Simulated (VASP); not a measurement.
Here is a VASP 6.6.1 calculation.

Contents of INCAR:

```
SYSTEM = V
PREC = Accurate
ENCUT = 520
EDIFF = 1E-6
ISMEAR = -1
SIGMA = 0.1
LREAL = .False.
LASPH = .True.
NELM = 100
ALGO = Normal
ISIF = 2
LWAVE = .False.
LCHARG = .False.
GGA = PE
NBANDS = 62
```

File KPOINTS:

```
Automatic mesh
0
Gamma
  7 7 7
  0 0 0
```

Contents of POSCAR:

```
V
1.0
    4.7873560556      0.0000000000      0.0000000000
    0.0000000000      4.7873560556      0.0000000000
    0.0000000000      0.0000000000      4.7873560556
V
8
Direct
    1.0000000000      0.0000000000      1.0000000000
    0.5000000000      0.5000000000      0.5000000000
    0.2500000000      0.0000000000      0.5000000000
    0.7500000000      1.0000000000      0.5000000000
    0.5000000000      0.2500000000      1.0000000000
    0.5000000000      0.7500000000      1.0000000000
    0.0000000000      0.5000000000      0.2500000000
    0.0000000000      0.5000000000      0.7500000000
```

Potentials or basis: VASP PAW PBE potentials, release 64 (V_sv).

Launch:

```bash
$ cat potpaw_PBE.64/V_sv/POTCAR > POTCAR
$ mpirun -np 1 vasp_std > vasp.out
```

(1) Estimate the band gap on the k mesh.

(2) Predict the pressure.

## Answers

(1) zero (bands 52 and 53 overlap by 0.25 eV).

(2) 0.3 GPa.
